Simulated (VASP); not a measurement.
Set up this calculation in VASP 6.6.1, as the native input.

| Property | Result |
| --- | --- |
| Task | single point |
| Functional | PBEsol |
| Dispersion | D3(BJ) |
| Potentials or basis | VASP PAW PBE potentials, release 64 (Bi_d) |
| Cutoff | 520 eV |
| k mesh | 18 × 18 × 18 |
| Occupations | gaussian, width 0.15 eV |
| Spin | no spin polarisation |
| Dipole correction | no |
| Further INCAR settings | ALGO = Normal; EDIFF = 1e-06; NBANDS = 14 |

The structure of Bi lies in POSCAR:

```
Bi
1.0
   -1.8711238443      1.8711238443      1.8711238443
    1.8711238443     -1.8711238443      1.8711238443
    1.8711238443      1.8711238443     -1.8711238443
Bi
1
Direct
    0.0000000000      0.0000000000      0.0000000000
```

This isn't the form of Bi at room conditions, which is rhombohedral.

The input as run:

INCAR

```
SYSTEM = Bi
PREC = Accurate
ENCUT = 520
EDIFF = 1E-6
ISMEAR = 0
SIGMA = 0.15
LREAL = .FALSE.
LASPH = .TRUE.
NELM = 60
ALGO = Normal
ISIF = 2
LWAVE = .FALSE.
LCHARG = .FALSE.
GGA = PS
IVDW = 12
NBANDS = 14
```

KPOINTS

```
Automatic mesh
0
G
  18 18 18
  0 0 0
```

Potentials or basis: VASP PAW PBE potentials, release 64 (Bi_d).

The run is started by

```bash
$ cat potpaw_PBE.64/Bi_d/POTCAR > POTCAR
$ mpirun -np 1 vasp_std > vasp.out
```

Results of the run:

* Pressure: 7.0 GPa
* Band gap on the k mesh: zero (an odd number of electrons rules out a gap without spin polarisation)
* Dispersion energy per atom: -0.627 eV

Caveat: the cell stands under pressure; the PAW data sets were made with another functional, which shifts forces and pressure a little; spin-orbit coupling is left out, which moves the levels of the heavy elements.

Wall time 28 s on 1 thread of AMD EPYC 9R45 96-Core Processor (Zen 5), on a shared host, peak memory 0.16 GiB.
